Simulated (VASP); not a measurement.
# Al2Cu (Immm) in VASP: further runs

The runs below take Al2Cu through single point, with PBE.

Everything below comes from runs of VASP 6.6.1. Logs are shortened: lines on timing, memory, paths and dates and some standing lists are left out, and cuts for length are marked.

### 1 The cell of the first run

Symmetry: Immm, No. 71, orthorhombic system. Conventional cell: a = 3.680 Å, b = 4.089 Å, c = 5.782 Å, α = 90.00°, β = 90.00°, γ = 90.00°. Al (site symmetry mm2) has 4 Cu at 2.34 to 2.50 Å and 6 Al at 2.75 to 2.89 Å within 3.1 Å. Cu (site symmetry mmm) has 8 Al at 2.34 to 2.50 Å within 3.1 Å.

### 2 Single point, PBE (strain -0.1000 x Voigt [0, 1, 0, 0, 0, 0])

The input, INCAR:

```
SYSTEM = Al2Cu
ALGO = Fast
EDIFF = 1E-6
ENCUT = 520
GGA = PE
ISIF = 2
ISMEAR = 0
LASPH = .TRUE.
LCHARG = .TRUE.
LELF = .TRUE.
LREAL = .FALSE.
LVHAR = .TRUE.
LWAVE = .FALSE.
NBANDS = 16
NELM = 100
PREC = Accurate
SIGMA = 0.15
```

The input, KPOINTS:

```
k-points
0
G
  16 16 16
  0 0 0
```

The input, POSCAR:

```
Al2Cu
1.0
   -2.0446280232      1.8401652209      2.8912313231
    2.0446280232     -1.8401652209      2.8912313231
    2.0446280232      1.8401652209     -2.8912313231
Al Cu
2 1
Direct
    0.7500000000      0.2500000000      0.5000000000
    0.2500000000      0.7500000000      0.5000000000
    0.5000000000      0.5000000000      0.0000000000
```

Potentials or basis: VASP PAW PBE potentials, release 64 (Al, Cu).

Run with:

```
$ cat potpaw_PBE.64/Al/POTCAR potpaw_PBE.64/Cu/POTCAR > POTCAR
$ mpirun -np 1 vasp_std > vasp.out
```

OUTCAR:

```text
SYSTEM = Al2Cu
   EDIFF = 1E-6
   ENCUT = 520
   GGA = PE
   ISIF = 2
   ISMEAR = 0
   LASPH = .TRUE.
   LREAL = .FALSE.
   NELM = 100
   PREC = Accurate

 ion  position               nearest neighbor table
   1  0.750  0.250  0.500-   3 2.34   3 2.34   3 2.50   3 2.50   2 2.75   2 2.75   2 2.75   2 2.75
                             2 2.89   2 2.89
   2  0.250  0.750  0.500-   3 2.34   3 2.34   3 2.50   3 2.50   1 2.75   1 2.75   1 2.75   1 2.75
                             1 2.89   1 2.89
   3  0.500  0.500  0.000-   2 2.34   1 2.34   2 2.34   1 2.34   1 2.50   1 2.50   2 2.50   2 2.50

  LATTYP: Found a body centered orthorhombic cell.
 ALAT       =     3.6803304418
 B/A-ratio  =     1.1111111111
 C/A-ratio  =     1.5711802887

  Lattice vectors:

 A1 = (   2.0446280232,   1.8401652209,   2.8912313231)
 A2 = (  -2.0446280232,  -1.8401652209,   2.8912313231)
 A3 = (   2.0446280232,  -1.8401652209,  -2.8912313231)

Analysis of symmetry for initial positions (statically):
=====================================================================
 Subroutine PRICEL returns:
 Original cell was already a primitive cell.

 Routine SETGRP: Setting up the symmetry group for a
 body centered orthorhombic supercell.

 Subroutine GETGRP returns: Found  8 space group operations
 (whereof  8 operations were pure point group operations)
 out of a pool of  8 trial point group operations.

The static configuration has the point symmetry D_2h.

Analysis of symmetry for dynamics (positions and initial velocities):
=====================================================================
 Subroutine PRICEL returns:
 Original cell was already a primitive cell.

 Routine SETGRP: Setting up the symmetry group for a
 body centered orthorhombic supercell.

 Subroutine GETGRP returns: Found  8 space group operations
 (whereof  8 operations were pure point group operations)
 out of a pool of  8 trial point group operations.

The dynamic configuration has the point symmetry D_2h.

 Subroutine INISYM returns: Found  8 space group operations
 (whereof  8 operations are pure point group operations),
 and found     1 'primitive' translations

----------------------------------------------------------------------------------------

                                     Primitive cell

  volume of cell :      43.5125

  direct lattice vectors                    reciprocal lattice vectors
    -2.044628023  1.840165221  2.891231323     0.000000000  0.271714732  0.172936699
     2.044628023 -1.840165221  2.891231323     0.244543259  0.000000000  0.172936699
     2.044628023  1.840165221 -2.891231323     0.244543259  0.271714732  0.000000000

  length of vectors
     3.990730554  3.990730554  3.990730554     0.322080731  0.299513785  0.365554785

  position of ions in fractional coordinates (direct lattice)
     0.750000000  0.250000000  0.500000000
     0.250000000  0.750000000  0.500000000
     0.500000000  0.500000000  0.000000000

  ion indices of the primitive-cell ions
   primitive index   ion index
                 1           1
                 2           2
                 3           3

----------------------------------------------------------------------------------------

 KPOINTS: k-points

Automatic generation of k-mesh.
 Grid dimensions read from file:
 generate k-points for:   16   16   16

 Generating k-lattice:

  Cartesian coordinates                     Fractional coordinates (reciprocal lattice)
     0.000000000  0.016982171  0.010808544     0.062500000  0.000000000  0.000000000
     0.015283954  0.000000000  0.010808544     0.000000000  0.062500000 -0.000000000
     0.015283954  0.016982171  0.000000000     0.000000000 -0.000000000  0.062500000

  Length of vectors
     0.020130046  0.018719612  0.022847174

  Shift w.r.t. Gamma in fractional coordinates (k-lattice)
     0.000000000  0.000000000  0.000000000

 Subroutine IBZKPT returns following result:
 ===========================================

 Found    621 irreducible k-points:

 Following reciprocal coordinates:
            Coordinates               Weight
  0.000000  0.000000  0.000000      1.000000
  0.062500  0.000000  0.000000      4.000000
  0.125000  0.000000  0.000000      4.000000
  0.187500  0.000000 -0.000000      4.000000
  0.250000  0.000000  0.000000      4.000000
  0.312500  0.000000 -0.000000      4.000000
[... 16 lines left out ...]
 -0.187500  0.062500  0.000000      8.000000
 -0.125000  0.062500  0.000000      8.000000
 [... further k-points ...]
   k-points           NKPTS =    621   k-points in BZ     NKDIM =    621   number of bands    NBANDS=     16
   number of dos      NEDOS =    301   number of ions     NIONS =      3
   total plane-waves  NPLWV =  27000
   dimension x,y,z NGX =    30 NGY =   30 NGZ =   30
   dimension x,y,z NGXF=    60 NGYF=   60 NGZF=   60
   ions per type =               2   1
   NGX,Y,Z   is equivalent  to a cutoff of  12.50, 12.50, 12.50 a.u.
   NGXF,Y,Z  is equivalent  to a cutoff of  24.99, 24.99, 24.99 a.u.
 SYSTEM =  Al2Cu
   PREC   = accura    normal or accurate (medium, high low for compatibility)
   ISTART =      0    job   : 0-new  1-cont  2-samecut
   ICHARG =      2    charge: 1-file 2-atom 10-const
   ISPIN  =      1    spin polarized calculation?
   LNONCOLLINEAR =      F non collinear calculations
   LSORBIT =      F    spin-orbit coupling
   LASPH  =      T    aspherical Exc in radial PAW
   ENCUT  =  520.0 eV  38.22 Ry    6.18 a.u.   7.42  7.42  7.42*2*pi/ulx,y,z
   NELM   =    100;   NELMIN=  2; NELMDL= -5     # of ELM steps
   EDIFF  = 0.1E-05   stopping-criterion for ELM
   LREAL  =      F    real-space projection
   EDIFFG = 0.1E-04   stopping-criterion for IOM
   NSW    =      0    number of steps for IOM
   IBRION =     -1    ionic relax: 0-MD 1-quasi-New 2-CG
   NFREE  =      0    steps in history (QN), initial steepest desc. (CG)
   ISIF   =      2    stress and relaxation
   ISYM   =      2    0-nonsym 1-usesym 2-fastsym
   POTIM  = 0.5000    time-step for ionic-motion
   TEBEG  =    0.0;   TEEND  =   0.0 temperature during run
   PSTRESS=    0.0 pullay stress
   NELECT =      17.0000    total number of electrons
   NUPDOWN=      -1.0000    fix difference up-down
   EMIN   =  10.00;   EMAX   =-10.00  energy-range for DOS
   EFERMI =   0.00;   METHOD = LEGACY
   ISMEAR =     0;   SIGMA  =   0.15  broadening in eV -4-tet -1-fermi 0-gaus
   EFERMI_NEDOS =   21; number of points for ismear=-14 and -15
   IALGO  =     68    algorithm
   IMIX   =      4    mixing-type and parameters
     AMIX     =   0.40;   BMIX     =  1.00
     AMIX_MAG =   1.60;   BMIX_MAG =  1.00
  volume/ion in A,a.u.               =      14.50        97.88
  Fermi-wavevector in a.u.,A,eV,Ry     =   1.196795  2.261615 19.487878  1.432319
  Thomas-Fermi vector in A             =   2.332726
   LORBIT       =      0    0 simple, 1 ext, 2 COOP (PROOUT), +10 PAW based schemes
   GGA     = PE    functional components
   LHFCALC =     F    Hartree Fock is set to
   AEXX    =    0.0000 exact exchange contribution
   IVDW    =     0    specifies the selected vdW correction
   LEPSILON=     F    determine dielectric tensor
   LRPA    =     F    only Hartree local field effects (RPA)
 non-spin polarized calculation
 RMM-DIIS sequential band-by-band and
 Gauss-broadening in eV      SIGMA  =   0.15
  energy-cutoff  :      520.00
  volume of cell :       43.51
 maximum number of plane-waves:      1193
 NGX is ok and might be reduce to    30
   NGX = 15   NGY = 15   NGZ = 15

 number of electron      17.0000000 magnetization

 Free energy of the ion-electron system (eV)
  ---------------------------------------------------
  ext. energy  EPLUGINS =         0.00000000
  ---------------------------------------------------
  free energy    TOTEN  =       -11.40049513 eV

  energy without entropy =      -11.39135383  energy(sigma->0) =      -11.39592448

 E-fermi :   8.0426     XC(G=0): -10.8476

 val. band max:        8.0417664690   @ k =  -0.1875   0.0625   0.0000
 cond. band min:       8.0474895497   @ k =  -0.3125   0.1875   0.0000
 fundamental gap:      0.0057230807
 Fermi energy:         8.0426214354

 k-point     1 :       0.0000    0.0000    0.0000
  band No.  band energies     occupation
      1      -2.8029      2.00000
      2       3.0291      2.00000
      3       3.0511      2.00000
      4       3.0630      2.00000
      5       3.6181      2.00000
      6       3.7233      2.00000
[... 8 lines left out ...]
     15      15.2555      0.00000
     16      16.0053      0.00000

 k-point     2 :       0.0625    0.0000    0.0000
  band No.  band energies     occupation
      1      -2.7423      2.00000
      2       3.0354      2.00000
      3       3.0408      2.00000
      4       3.0747      2.00000
      5       3.6140      2.00000
      6       3.7170      2.00000
[... 8 lines left out ...]
     15      15.1108      0.00000
     16      15.2709      0.00000

 k-point     3 :       0.1250    0.0000    0.0000
  band No.  band energies     occupation
      1      -2.5612      2.00000
      2       2.9848      2.00000
      3       3.0736      2.00000
      4       3.1122      2.00000
      5       3.6037      2.00000
      6       3.7007      2.00000
[... 8 lines left out ...]
     15      14.8774      0.00000
     16      15.2743      0.00000

 k-point     4 :       0.1875    0.0000   -0.0000
  band No.  band energies     occupation
      1      -2.2613      2.00000
      2       2.9016      2.00000
      3       3.1201      2.00000
      4       3.1664      2.00000
      5       3.5937      2.00000
      6       3.6815      2.00000
[... 8 lines left out ...]
     15      14.3859      0.00000
     16      16.2753      0.00000

 k-point     5 :       0.2500    0.0000    0.0000
  band No.  band energies     occupation
      1      -1.8461      2.00000
      2       2.7818      2.00000
      3       3.1684      2.00000
      4       3.2220      2.00000
      5       3.5949      2.00000
      6       3.6701      2.00000
[... 8 lines left out ...]
     15      14.5476      0.00000
     16      17.3489      0.00000

 k-point     6 :       0.3125    0.0000   -0.0000
  band No.  band energies     occupation
      1      -1.3221      2.00000
      2       2.5998      2.00000
      3       3.2047      2.00000
      4       3.2604      2.00000
      5       3.6169      2.00000
      6       3.6760      2.00000
[... 8 lines left out ...]
     15      15.4643      0.00000
     16      18.5014      0.00000
[... 267 lines left out ...]
 k-point    21 :      -0.3125    0.0625    0.0000
  band No.  band energies     occupation
      1      -1.4368      2.00000
      2       2.6466      2.00000
      3       3.1997      2.00000
      4       3.2723      2.00000
      5       3.6047      2.00000
      6       3.6698      2.00000
[... 8 lines left out ...]
     15      15.5500      0.00000
     16      18.7482      0.00000

 k-point    22 :      -0.2500    0.0625    0.0000
  band No.  band energies     occupation
      1      -1.9303      2.00000
      2       2.8018      2.00000
      3       3.1595      2.00000
      4       3.2271      2.00000
      5       3.5944      2.00000
      6       3.6638      2.00000
[... 8 lines left out ...]
     15      14.7057      0.00000
     16      17.5818      0.00000

 k-point    23 :      -0.1875    0.0625    0.0000
  band No.  band energies     occupation
      1      -2.3127      2.00000
      2       2.9085      2.00000
      3       3.1108      2.00000
      4       3.1670      2.00000
      5       3.6033      2.00000
      6       3.6751      2.00000
[... 8 lines left out ...]
     15      14.7583      0.00000
     16      16.4690      0.00000

 k-point    24 :      -0.1250    0.0625    0.0000
  band No.  band energies     occupation
      1      -2.5787      2.00000
      2       2.9814      2.00000
      3       3.0691      2.00000
      4       3.1123      2.00000
      5       3.6152      2.00000
      6       3.6953      2.00000
[... 8 lines left out ...]
     15      15.1614      0.00000
     16      15.4377      0.00000

 [... further k-points ...]

------------------------ aborting loop because EDIFF is reached ----------------------------------------

  FORCE on cell =-STRESS in cart. coord.  units (eV):
  Direction    XX          YY          ZZ          XY          YZ          ZX
  --------------------------------------------------------------------------------------
  -------------------------------------------------------------------------------------
  Total        1.4076942      6.7237491      3.1824052      0.0000000      0.0000000      0.0000000
  in kB       51.8328323    247.5757604    117.1796236      0.0000000      0.0000000      0.0000000
  external PRESSURE =     138.8627388 kB  Pullay stress =       0.0000000 kB

 VOLUME and BASIS-vectors are now :
 -----------------------------------------------------------------------------
  energy-cutoff  :      520.00
  volume of cell :       43.51
      direct lattice vectors                 reciprocal lattice vectors
    -2.044628023  1.840165221  2.891231323     0.000000000  0.271714732  0.172936699
     2.044628023 -1.840165221  2.891231323     0.244543259  0.000000000  0.172936699
     2.044628023  1.840165221 -2.891231323     0.244543259  0.271714732  0.000000000

 POSITION                                       TOTAL-FORCE (eV/Angst)
 -----------------------------------------------------------------------------------
     -0.00000      1.84017      1.44562        -0.000000     -0.000000     -0.818329
      2.04463     -0.00000      1.44562         0.000000      0.000000      0.818329
      0.00000      0.00000      2.89123         0.000000     -0.000000     -0.000000
 -----------------------------------------------------------------------------------
    total drift:                                0.000000     -0.000000      0.000000

  FREE ENERGIE OF THE ION-ELECTRON SYSTEM (eV)
  ---------------------------------------------------
  free  energy   TOTEN  =       -11.4004951272 eV

  energy  without entropy=      -11.3913538262  energy(sigma->0) =      -11.39592448
```

It took 10 min on 1 thread of AMD EPYC 7R13 (Zen 3), shared host; peak memory 0.48 GiB.

What came out:

| Quantity | Value |
| --- | --- |
| Free energy | -11.4005 eV |
| Pressure | 13.9 GPa |
| Largest force | 0.818 eV/Å |
| Band gap on the k mesh | zero (an odd number of electrons rules out a gap without spin polarisation) |

Forces in eV/Å, atoms in the order of the input:
```
Al   0.000  0.000 -0.818
Al   0.000  0.000  0.818
Cu   0.000  0.000  0.000
```

Caveat: the cell differs from its parent crystal (strain -0.1000 x Voigt [0, 1, 0, 0, 0, 0]); the stress differs along the axes, from 5 to 25 GPa.

### 3 Single point, PBE (strain -0.0750 x Voigt [0, 1, 0, 0, 0, 0])

The input, INCAR:

```
SYSTEM = Al2Cu
PREC = Accurate ; ENCUT = 520
EDIFF = 1E-7 ; ISMEAR = 0
SIGMA = 0.15 ; LREAL = .False.
LASPH = .True. ; NELM = 100
ALGO = Fast ; ISIF = 2
LWAVE = .False. ; LCHARG = .False.
GGA = PE ; NBANDS = 16
```

The input, KPOINTS:

```
regular mesh
0
Gamma
  16 16 16
  0 0 0
```

The input, POSCAR:

```
Al2Cu
1.0
   -2.0446280232      1.8912809215      2.8912313231
    2.0446280232     -1.8912809215      2.8912313231
    2.0446280232      1.8912809215     -2.8912313231
Al Cu
2 1
Direct
    0.7500000000      0.2500000000      0.5000000000
    0.2500000000      0.7500000000      0.5000000000
    0.5000000000      0.5000000000      0.0000000000
```

Potentials or basis: VASP PAW PBE potentials, release 64 (Al, Cu).

Run with:

```
$ cat potpaw_PBE.64/Al/POTCAR potpaw_PBE.64/Cu/POTCAR > POTCAR
$ mpirun -np 1 vasp_std > vasp.out
```

It took 10 min on 1 thread of AMD EPYC 7R13 (Zen 3), shared host; peak memory 0.49 GiB.

The run converged. Its results:

```yaml
Free_energy: -11.5602 eV
Pressure: 9.6 GPa
Largest_force: 0.542 eV/Å
Band_gap_on_the_k_mesh: zero (an odd number of electrons rules out a gap without spin polarisation)
```

Forces on the atoms (eV/Å):
```
Al   0.000  0.000 -0.542
Al   0.000  0.000  0.542
Cu   0.000  0.000  0.000
```

Stress tensor (GPa, compression positive):
```
 3.47  0.00  0.00
 0.00 17.64  0.00
 0.00  0.00  7.73
```

Levels at points of the mesh, in eV from the Fermi level:
```csv
k point,band 6,band 7,band 8,band 9,band 10,band 11,band 12,band 13
"(0.00, 0.00, 0.00)",-4.21,2.41,2.47,2.56,3.25,3.54,3.55,5.11
"(0.50, 0.00, 0.00)",-4.18,-4.13,0.30,0.43,2.77,2.81,3.86,4.28
"(0.00, 0.50, 0.00)",-4.17,-4.12,0.47,1.22,2.71,3.57,4.89,5.03
"(0.50, 0.50, 0.00)",-4.10,-3.86,-2.33,-2.03,0.40,1.44,8.95,10.51
"(0.50, 0.50, 0.50)",-4.06,-4.02,-2.50,-1.28,0.48,2.09,9.22,11.29
```

Caveat: the cell differs from its parent crystal (strain -0.0750 x Voigt [0, 1, 0, 0, 0, 0]); the stress differs along the axes, from 3 to 18 GPa.

[end of part 1 of 2]
